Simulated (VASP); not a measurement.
## NiO: single point with r2SCAN

Crystal: NiO.

```
Ni O
1.0
     2.09430    2.09430    0.00000
    -2.09430    2.09430    0.00000
     0.00000    0.00000    4.18860
Ni O
2 2
Direct
  0.00000 0.00000 0.00000
  0.50000 0.50000 0.50000
  0.50000 0.50000 0.00000
  0.00000 0.00000 0.50000
```

```json
{
  "Program": "VASP 6.6.1",
  "Task": "single point",
  "Functional": "r2SCAN",
  "Potentials or basis": "VASP PAW PBE potentials, release 64 (Ni, O)",
  "Cutoff": "520 eV",
  "k mesh": "10 × 10 × 8",
  "Occupations": "gaussian, width 0.02 eV",
  "Spin": "collinear spin, ferromagnetic start",
  "Starting moments": "[1.84, 1.84, 0.31, 0.31] μB",
  "Dipole correction": "no",
  "Further INCAR settings": "ALGO = Normal; EDIFF = 1e-06; NBANDS = 28"
}
```

```
Pressure                                              : -0.1 GPa
Band gap on the k mesh                                : 0.74 eV
Net moment                                            : 4.00 μB per cell
Site moments                                          : Ni +1.69; O +0.28 μB
Valence electrons inside the program's atomic spheres : Ni 8.91; O 5.04
```

Stress tensor (GPa, compression positive):
```
 0.01  0.00  0.00
 0.00  0.01  0.00
 0.00  0.00 -0.18
```

Levels at points of the mesh, in eV from the valence-band top:
Spin up:
| k point | band 16 | band 17 | band 18 | band 19 | band 20 | band 21 |
| --- | --- | --- | --- | --- | --- | --- |
| (0.00, 0.00, 0.00) | -2.75 | -2.17 | -2.17 | 2.15 | 6.77 | 11.60 |
| (0.50, 0.00, 0.00) | -1.75 | -0.18 | -0.18 | 7.80 | 7.80 | 11.68 |
| (0.50, 0.50, 0.00) | -2.17 | -2.17 | -2.17 | 6.77 | 6.77 | 11.60 |
| (0.00, 0.00, 0.50) | -1.86 | -1.86 | -1.86 | 6.04 | 6.04 | 13.88 |
| (0.50, 0.00, 0.50) | 0.00 | 0.00 | 0.00 | 6.35 | 6.35 | 10.87 |
| (0.50, 0.50, 0.50) | -2.17 | -1.74 | -1.74 | 9.19 | 9.19 | 11.54 |
Spin down:
| k point | band 11 | band 12 | band 13 | band 14 | band 15 | band 16 | band 17 | band 18 |
| --- | --- | --- | --- | --- | --- | --- | --- | --- |
| (0.00, 0.00, 0.00) | -2.07 | -2.07 | -1.20 | -1.20 | 0.74 | 0.74 | 1.20 | 1.74 |
| (0.50, 0.00, 0.00) | -1.13 | -1.13 | -0.84 | -0.84 | 1.57 | 1.57 | 3.46 | 3.46 |
| (0.50, 0.50, 0.00) | -1.20 | -1.20 | -1.20 | -1.20 | 1.20 | 1.20 | 1.74 | 1.74 |
| (0.00, 0.00, 0.50) | -0.95 | -0.95 | -0.95 | -0.95 | 0.97 | 0.97 | 1.80 | 1.80 |
| (0.50, 0.00, 0.50) | -1.25 | -1.25 | -0.88 | -0.88 | 3.49 | 3.49 | 3.49 | 3.49 |
| (0.50, 0.50, 0.50) | -1.37 | -1.37 | -1.20 | -1.20 | 1.61 | 1.61 | 2.29 | 2.29 |

Run time: 6.5 min on 1 thread of Intel(R) Xeon(R) Platinum 8488C (Sapphire Rapids), with other jobs on the host, peak memory 0.27 GiB.

Caveat: the PAW data sets were made with another functional, which shifts forces and pressure a little. A k mesh can miss the band edges.
